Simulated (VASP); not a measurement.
# Mg3CO3 in VASP: further runs

Runs on Mg3CO3. Level: PBE. Tasks: single point.

Program: VASP 6.6.1. These are calculated values, not measurements. Logs are shortened: lines on timing, memory, paths and dates and some standing lists are left out, and cuts for length are marked.

### 1 The cell of the first run

The cell holds a slab with vacuum, 7 atoms: a = 3.009 Å, b = 3.009 Å, c = 23.079 Å, α = 90.00°, β = 90.00°, γ = 120.00°.

### 2 Single point, PBE, collinear spin

INCAR

```
SYSTEM = Mg3CO3
PREC     = Accurate       ! precision mode
ENCUT    = 520            ! plane-wave cutoff, eV
EDIFF    = 1E-6           ! SCF threshold, eV
ISMEAR   = 0              ! smearing method
SIGMA    = 0.05           ! smearing width, eV
LREAL    = .FALSE.        ! projectors in reciprocal space
LASPH    = .TRUE.         ! aspherical terms in the spheres
NELM     = 150            ! most SCF steps
ALGO     = Normal         ! electronic algorithm
ISIF     = 2              ! what is computed and relaxed
LWAVE    = .FALSE.        ! write WAVECAR
LCHARG   = .FALSE.        ! write CHGCAR
ISPIN    = 2              ! spin polarisation
MAGMOM   = 0 0 0 0 0 0 2  ! initial moments
LORBIT   = 11             ! projections on sites
LDIPOL   = .TRUE.       
IDIPOL   = 3            
DIPOL    = 0.5 0.5 0.341
GGA      = PE             ! functional
NBANDS   = 27             ! bands
```

KPOINTS

```
regular mesh
0
G
  9 9 1
  0 0 0
```

POSCAR

```
Mg3CO3
1.0
    3.0085896345      0.0000000000      0.0000000000
   -1.5042948172      2.6055150530      0.0000000000
    0.0000000000      0.0000000000     23.0789991983
O Mg C
3 3 1
Direct
    0.3333333333      0.6666666667      0.1733177408
    0.0000000000      0.0000000000      0.2797566348
    0.6666666667      0.3333333333      0.3878522578
    0.6666666667      0.3333333333      0.2265371878
    0.3333333333      0.6666666667      0.3281901435
    0.0000000000      0.0000000000      0.4367173425
    0.2222222222     -0.2222222222      0.5550067006
```

Potentials or basis: VASP PAW PBE potentials, release 64 (O, Mg, C).

The run is started by

```bash
$ cat potpaw_PBE.64/O/POTCAR potpaw_PBE.64/Mg/POTCAR potpaw_PBE.64/C/POTCAR > POTCAR
$ mpirun -np 1 vasp_std > vasp.out
```

OUTCAR:

```text
SYSTEM = Mg3CO3
   PREC = Accurate
   ENCUT = 520
   EDIFF = 1E-6
   ISMEAR = 0
   LREAL = .FALSE.
   LASPH = .TRUE.
   NELM = 150
   ISIF = 2
   ISPIN = 2
   LORBIT = 11
   GGA = PE

 ion  position               nearest neighbor table
   1  0.333  0.667  0.173-   4 2.13   4 2.13   4 2.13
   2  0.000  0.000  0.280-   5 2.07   5 2.07   5 2.07   4 2.13   4 2.13   4 2.13
   3  0.667  0.333  0.388-   6 2.07   6 2.07   6 2.07   5 2.22   5 2.22   5 2.22
   4  0.667  0.333  0.227-   1 2.13   2 2.13   1 2.13   2 2.13   2 2.13   1 2.13   5 2.92   5 2.92
                             5 2.92
   5  0.333  0.667  0.328-   2 2.07   2 2.07   2 2.07   3 2.22   3 2.22   3 2.22   4 2.92   4 2.92
                             4 2.92   6 3.05   6 3.05   6 3.05
   6  0.000  0.000  0.437-   3 2.07   3 2.07   3 2.07   5 3.05   5 3.05   5 3.05
   7  0.222  0.778  0.555-

  LATTYP: Found a hexagonal cell.
 ALAT       =     3.0085896345
 C/A-ratio  =     7.6710359345

  Lattice vectors:

 A1 = (   3.0085896345,   0.0000000000,   0.0000000000)
 A2 = (  -1.5042948172,   2.6055150530,   0.0000000000)
 A3 = (   0.0000000000,   0.0000000000,  23.0789991983)

Analysis of symmetry for initial positions (statically):
=====================================================================
 Subroutine PRICEL returns:
 Original cell was already a primitive cell.

 Routine SETGRP: Setting up the symmetry group for a
 hexagonal supercell.

 Subroutine GETGRP returns: Found  2 space group operations
 (whereof  2 operations were pure point group operations)
 out of a pool of 24 trial point group operations.

The static configuration has the point symmetry C_1h.

Analysis of symmetry for dynamics (positions and initial velocities):
=====================================================================
 Subroutine PRICEL returns:
 Original cell was already a primitive cell.

 Routine SETGRP: Setting up the symmetry group for a
 hexagonal supercell.

 Subroutine GETGRP returns: Found  2 space group operations
 (whereof  2 operations were pure point group operations)
 out of a pool of 24 trial point group operations.

The dynamic configuration has the point symmetry C_1h.

Analysis of structural, dynamic, and magnetic symmetry:
=====================================================================
 Subroutine PRICEL returns:
 Original cell was already a primitive cell.

 Routine SETGRP: Setting up the symmetry group for a
 hexagonal supercell.

 Subroutine GETGRP returns: Found  2 space group operations
 (whereof  2 operations were pure point group operations)
[... 159 lines left out ...]
  free energy    TOTEN  =       -33.73830248 eV

  energy without entropy =      -33.73251660  energy(sigma->0) =      -33.73540954

 E-fermi :  -3.0934     XC(G=0):  -5.1287

 val. band max:       -3.1217106368   @ k =   0.2222   0.1111   0.0000
 cond. band min:      -3.0568512570   @ k =   0.3333   0.0000   0.0000
 fundamental gap:      0.0648593798
 Fermi energy:        -3.0933743933

 spin component 1

 k-point     1 :       0.0000    0.0000    0.0000
  band No.  band energies     occupation
      1     -23.2650      1.00000
      2     -22.0586      1.00000
      3     -18.8129      1.00000
      4     -13.0022      1.00000
      5     -10.0950      1.00000
      6      -7.8085      1.00000
[... 685 lines left out ...]
     25       7.7484      0.00000
     26       7.9635      0.00000

 [... further k-points ...]

 spin component 2

 k-point     1 :       0.0000    0.0000    0.0000
  band No.  band energies     occupation
      1     -23.2778      1.00000
      2     -22.0616      1.00000
      3     -18.8141      1.00000
      4     -12.1635      1.00000
      5     -10.0919      1.00000
      6      -7.7901      1.00000
[... 685 lines left out ...]
     25       7.8950      0.00000
     26       8.1312      0.00000

 [... further k-points ...]

 [bands above 26 left out]

------------------------ aborting loop because EDIFF is reached ----------------------------------------

 vacuum level on the upper side and lower side of the slab       (xc-potential included)        -1.752         1.805

  FORCE on cell =-STRESS in cart. coord.  units (eV):
  Direction    XX          YY          ZZ          XY          YZ          ZX
  --------------------------------------------------------------------------------------
  -------------------------------------------------------------------------------------
  Total       -1.6242327     -1.5116733     -4.5032931      0.0974793     -0.0004644      0.0007994
  in kB      -14.3841870    -13.3873618    -39.8811140      0.8632759     -0.0041129      0.0070798
  external PRESSURE =     -22.5508876 kB  Pullay stress =       0.0000000 kB

 VOLUME and BASIS-vectors are now :
 -----------------------------------------------------------------------------
  energy-cutoff  :      520.00
  volume of cell :      180.91
      direct lattice vectors                 reciprocal lattice vectors
     3.008589634  0.000000000  0.000000000     0.332381654  0.191900638  0.000000000
    -1.504294817  2.605515053  0.000000000     0.000000000  0.383801275  0.000000000
     0.000000000  0.000000000 23.078999198     0.000000000  0.000000000  0.043329435

 POSITION                                       TOTAL-FORCE (eV/Angst)
 -----------------------------------------------------------------------------------
     -0.00000      1.73701      4.00000         0.000079     -0.000046      1.570022
      0.00000      0.00000      6.45650        -0.000410      0.000237      1.517367
      1.50429      0.86851      8.95124        -0.008677      0.005010      0.298569
      1.50429      0.86851      5.22825        -0.000031      0.000018     -2.986442
     -0.00000      1.73701      7.57430        -0.000395      0.000228     -0.103325
      0.00000      0.00000     10.07900         0.013605     -0.007855      1.094682
     -0.50143      2.02651     12.80900        -0.004171      0.002408     -1.390872
 -----------------------------------------------------------------------------------
    total drift:                                0.000109     -0.000063      0.000691

  FREE ENERGIE OF THE ION-ELECTRON SYSTEM (eV)
  ---------------------------------------------------
  free  energy   TOTEN  =       -33.7383024762 eV

  energy  without entropy=      -33.7325165966  energy(sigma->0) =      -33.73540954

 vacuum level on the upper side and lower side of the slab         3.207         6.873

 total charge

# of ion       s       p       d       tot
------------------------------------------
    1        1.594   3.219   0.000   4.813
    2        1.547   3.554   0.000   5.101
    3        1.551   3.517   0.000   5.068
    4        0.151   0.167   0.069   0.387
    5        0.149   0.171   0.074   0.394
    6        0.166   0.147   0.050   0.362
    7        1.058   0.891   0.000   1.950
--------------------------------------------------
tot          6.216  11.667   0.192  18.075

 magnetization (x)

# of ion       s       p       d       tot
------------------------------------------
    1        0.000  -0.001   0.000  -0.001
    2       -0.000  -0.001   0.000  -0.001
    3       -0.002  -0.006   0.000  -0.008
    4        0.000  -0.000  -0.000   0.000
    5       -0.000  -0.000  -0.000  -0.000
    6       -0.005   0.002   0.002  -0.002
    7        0.017   0.362   0.000   0.380
--------------------------------------------------
tot          0.010   0.356   0.002   0.367
```

It took 16 min on 1 thread of Intel Xeon Platinum 8559C (Emerald Rapids), shared host; peak memory 0.51 GiB.

What came out:

- Free energy: -33.7383 eV
- Largest force: 2.986 eV/Å
- Net moment: 0.76 μB per cell
- Site moments: O -0.00, -0.01 (each value once); Mg +0.00, -0.00 (each value once); C +0.38 μB
- Valence electrons inside the program's atomic spheres: O 4.81, 5.10, 5.07; Mg 0.39, 0.36 (each value once); C 1.95

Forces in eV/Å, atoms in the order of the input:
```
O    0.000  0.000  1.570
O    0.000  0.000  1.517
O   -0.009  0.005  0.299
Mg   0.000  0.000 -2.986
Mg   0.000  0.000 -0.103
Mg   0.014 -0.008  1.095
C   -0.004  0.002 -1.391
```

Levels at points of the mesh, in eV from the Fermi level:
Spin up:
| k point | band 13 | band 14 | band 15 | band 16 | band 17 | band 18 |
| --- | --- | --- | --- | --- | --- | --- |
| (0.00, 0.00, 0.00) | 0.41 | 0.41 | 0.60 | 2.43 | 2.44 | 3.47 |
Spin down:
| k point | band 11 | band 12 | band 13 | band 14 | band 15 | band 16 | band 17 | band 18 |
| --- | --- | --- | --- | --- | --- | --- | --- | --- |
| (0.00, 0.00, 0.00) | -1.94 | -0.70 | 0.41 | 0.41 | 1.28 | 3.06 | 3.07 | 3.59 |

Caveat: a moment this small can come from the mesh or the smearing.

### 3 Single point, PBE, collinear spin

INCAR

```
PREC = Accurate ; ENCUT = 520
EDIFF = 1E-6 ; ISMEAR = 0
SIGMA = 0.05 ; LREAL = False
LASPH = True ; NELM = 150
ALGO = Normal ; ISIF = 2
LWAVE = False ; LCHARG = True
ISPIN = 2 ; MAGMOM = 0 0 0 0 0 0 2
LORBIT = 11 ; LDIPOL = True
IDIPOL = 3 ; DIPOL = 0.5 0.5 0.348
GGA = PE ; LELF = True
LVHAR = True ; LVACPOTAV = True
NBANDS = 27
```

KPOINTS

```
regular mesh
0
Gamma
  9 9 1
```

Changes to POSCAR since step 2:

```diff
@@ -14,2 +14,2 @@
     0.0000000000      0.0000000000      0.4367173425
-    0.2222222222     -0.2222222222      0.5550067006
+    0.2222222222     -0.2222222222      0.6070020228
```

Potentials or basis: VASP PAW PBE potentials, release 64 (O, Mg, C).

The run is started by

```bash
$ cat potpaw_PBE.64/O/POTCAR potpaw_PBE.64/Mg/POTCAR potpaw_PBE.64/C/POTCAR > POTCAR
$ mpirun -np 1 vasp_std > vasp.out
```

Wall time 33 min (1 thread of Intel Xeon Platinum 8559C (Emerald Rapids), shared host); peak memory 0.52 GiB.

It converged, with:

```yaml
Free_energy: -32.7167 eV
Largest_force: 2.878 eV/Å
Net_moment: 0.86 μB per cell
Site_moments: O +0.00, -0.01 (each value once); Mg +0.00, -0.01 (each value once); C +0.45 μB
Valence_electrons_inside_the_program's_atomic_spheres: O 4.81, 5.10, 5.07; Mg 0.39, 0.37 (each value once); C 1.94
```

Forces on the atoms (eV/Å):
```
O    0.000  0.000  1.496
O    0.000  0.000  1.431
O    0.000  0.000  0.106
Mg   0.000  0.000 -2.878
Mg   0.000  0.000 -0.056
Mg   0.001 -0.001  0.215
C   -0.001  0.000 -0.313
```

Levels at points of the mesh, in eV from the Fermi level:
Spin up:
| k point | band 13 | band 14 | band 15 | band 16 | band 17 | band 18 |
| --- | --- | --- | --- | --- | --- | --- |
| (0.00, 0.00, 0.00) | -0.53 | 0.41 | 0.42 | 2.42 | 2.44 | 2.90 |
Spin down:
| k point | band 12 | band 13 | band 14 | band 15 | band 16 | band 17 |
| --- | --- | --- | --- | --- | --- | --- |
| (0.00, 0.00, 0.00) | -0.65 | 0.41 | 0.41 | 0.67 | 2.96 | 3.17 |

Caveat: a moment this small can come from the mesh or the smearing.
